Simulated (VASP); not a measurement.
# Zr (P6_3/mmc) in VASP: a series of runs, part 2 of 2

VASP 6.6.1. The steps go on from the part before.

### Step 3. Single point, PBE

This run uses another cell than the first one, of 23.50 Å³/atom, 1.004 times its volume.

File INCAR:

```
SYSTEM = Zr
ALGO = Normal
EDIFF = 1E-6
ENCUT = 500
GGA = PE
GGA_COMPAT = .FALSE.
ISIF = 2
ISMEAR = 0
LASPH = .TRUE.
LCHARG = .TRUE.
LELF = .TRUE.
LREAL = .FALSE.
LVHAR = .TRUE.
LWAVE = .FALSE.
NBANDS = 19
NELM = 120
PREC = Accurate
SIGMA = 0.1
```

File KPOINTS:

```
k-points
0
G
  6 6 4
  0 0 0
```

File POSCAR:

```
Zr
1.0
    3.2392314131      0.0000000000      0.0000000000
   -1.6196157065      2.8052566925      0.0000000000
    0.0000000000      0.0000000000      5.1722200000
Zr
2
Direct
    0.3333333300      0.6666666700      0.2500000000
    0.6666666700      0.3333333300      0.7500000000
```

Potentials or basis: VASP PAW PBE potentials, release 64 (Zr_sv).

The run is started by

```
cat potpaw_PBE.64/Zr_sv/POTCAR > POTCAR
mpirun -np 1 vasp_std > vasp.out
```

OUTCAR:

```text
SYSTEM = Zr
   EDIFF = 1E-6
   ENCUT = 500
   GGA = PE
   ISIF = 2
   ISMEAR = 0
   LASPH = .TRUE.
   LREAL = .FALSE.
   NELM = 120
   PREC = Accurate

 ion  position               nearest neighbor table
   1  0.333  0.667  0.250-   2 3.19   2 3.19   2 3.19   2 3.19   2 3.19   2 3.19
   2  0.667  0.333  0.750-   1 3.19   1 3.19   1 3.19   1 3.19   1 3.19   1 3.19

  LATTYP: Found a hexagonal cell.
 ALAT       =     3.2392314131
 C/A-ratio  =     1.5967429740

  Lattice vectors:

 A1 = (   3.2392314131,   0.0000000000,   0.0000000000)
 A2 = (  -1.6196157065,   2.8052566925,   0.0000000000)
 A3 = (   0.0000000000,   0.0000000000,   5.1722200000)

Analysis of symmetry for initial positions (statically):
=====================================================================
 Subroutine PRICEL returns:
 Original cell was already a primitive cell.

 Routine SETGRP: Setting up the symmetry group for a
 hexagonal supercell.

 Subroutine GETGRP returns: Found 24 space group operations
 (whereof 12 operations were pure point group operations)
 out of a pool of 24 trial point group operations.

The static configuration has the point symmetry D_3d.
 The point group associated with its full space group is D_6h.

Analysis of symmetry for dynamics (positions and initial velocities):
=====================================================================
 Subroutine PRICEL returns:
 Original cell was already a primitive cell.

 Routine SETGRP: Setting up the symmetry group for a
 hexagonal supercell.

 Subroutine GETGRP returns: Found 24 space group operations
 (whereof 12 operations were pure point group operations)
 out of a pool of 24 trial point group operations.

The dynamic configuration has the point symmetry D_3d.
 The point group associated with its full space group is D_6h.
[... 107 lines left out ...]
   NUPDOWN=      -1.0000    fix difference up-down
   EMIN   =  10.00;   EMAX   =-10.00  energy-range for DOS
   EFERMI =   0.00;   METHOD = LEGACY
   ISMEAR =     0;   SIGMA  =   0.10  broadening in eV -4-tet -1-fermi 0-gaus
   EFERMI_NEDOS =   21; number of points for ismear=-14 and -15
   IALGO  =     38    algorithm
   IMIX   =      4    mixing-type and parameters
     AMIX     =   0.40;   BMIX     =  1.00
     AMIX_MAG =   1.60;   BMIX_MAG =  1.00
  volume/ion in A,a.u.               =      23.50       158.58
  Fermi-wavevector in a.u.,A,eV,Ry     =   1.308523  2.472750 23.296340  1.712233
  Thomas-Fermi vector in A             =   2.439184
   LORBIT       =      0    0 simple, 1 ext, 2 COOP (PROOUT), +10 PAW based schemes
   GGA     = PE    functional components
   LHFCALC =     F    Hartree Fock is set to
   AEXX    =    0.0000 exact exchange contribution
   IVDW    =     0    specifies the selected vdW correction
   LEPSILON=     F    determine dielectric tensor
   LRPA    =     F    only Hartree local field effects (RPA)
 non-spin polarized calculation
 Gauss-broadening in eV      SIGMA  =   0.10
  energy-cutoff  :      500.00
  volume of cell :       47.00
 maximum number of plane-waves:      1209
 NGX is ok and might be reduce to    24
   NGX = 11   NGY = 11   NGZ = 19

 number of electron      24.0000001 magnetization

 Free energy of the ion-electron system (eV)
  ---------------------------------------------------
  ext. energy  EPLUGINS =         0.00000000
  ---------------------------------------------------
  free energy    TOTEN  =       -17.03746719 eV

  energy without entropy =      -17.02486910  energy(sigma->0) =      -17.03116814

 E-fermi :   8.9438     XC(G=0): -11.0389

 val. band max:        8.9220376299   @ k =   0.0000   0.0000   0.5000
 cond. band min:       8.9768477617   @ k =   0.3333   0.3333   0.2500
 fundamental gap:      0.0548101319
 Fermi energy:         8.9438069689

 k-point     1 :       0.0000    0.0000    0.0000
  band No.  band energies     occupation
      1     -39.9586      2.00000
      2     -39.8114      2.00000
      3     -18.4692      2.00000
      4     -17.6158      2.00000
      5     -17.6158      2.00000
      6     -17.4971      2.00000
[... 439 lines left out ...]
      6     -18.0110      2.00000
[... 11 lines left out ...]
     18      13.2442      0.00000
     19      16.8431      0.00000

------------------------ aborting loop because EDIFF is reached ----------------------------------------

  FORCE on cell =-STRESS in cart. coord.  units (eV):
  Direction    XX          YY          ZZ          XY          YZ          ZX
  --------------------------------------------------------------------------------------
  -------------------------------------------------------------------------------------
  Total       -0.2372792     -0.2372792     -0.0449377     -0.0000000     -0.0000000      0.0000000
  in kB       -8.0886982     -8.0886982     -1.5318980     -0.0000000     -0.0000000      0.0000000
  external PRESSURE =      -5.9030981 kB  Pullay stress =       0.0000000 kB

 VOLUME and BASIS-vectors are now :
 -----------------------------------------------------------------------------
  energy-cutoff  :      500.00
  volume of cell :       47.00
      direct lattice vectors                 reciprocal lattice vectors
     3.239231413  0.000000000  0.000000000     0.308715208  0.178236809  0.000000000
    -1.619615707  2.805256692  0.000000000     0.000000000  0.356473617  0.000000000
     0.000000000  0.000000000  5.172220000     0.000000000  0.000000000  0.193340577

 POSITION                                       TOTAL-FORCE (eV/Angst)
 -----------------------------------------------------------------------------------
     -0.00000      1.87017      1.29306        -0.000000      0.000000      0.000000
      1.61962      0.93509      3.87917         0.000000     -0.000000      0.000000
 -----------------------------------------------------------------------------------
    total drift:                               -0.000010      0.000006     -0.000000

  FREE ENERGIE OF THE ION-ELECTRON SYSTEM (eV)
  ---------------------------------------------------
  free  energy   TOTEN  =       -17.0374671870 eV

  energy  without entropy=      -17.0248690972  energy(sigma->0) =      -17.03116814
```

stdout:

```text
POSCAR found type information on POSCAR Zr
 POSCAR found :  1 types and       2 ions
 scaLAPACK will be used
 LDA part: xc-table for (Slater+PW92), standard interpolation
 POSCAR, INCAR and KPOINTS ok, starting setup
 FFT: planning ... GRIDC
 FFT: planning ... GRID_SOFT
 FFT: planning ... GRID
 WAVECAR not read
 entering main loop
```

It took 6.4 s on 1 thread of Intel Xeon 6975P-C (Granite Rapids), shared host; peak memory 0.16 GiB.

What came out:

| Item | Value |
| --- | --- |
| Free energy | -17.0375 eV |
| Pressure | -0.6 GPa |
| Band gap on the k mesh | zero (band 12 reaches 9.76 eV, above the bottom of band 13 at 8.85 eV) |

Caveat: the k points lie up to 0.37 Å⁻¹ apart.
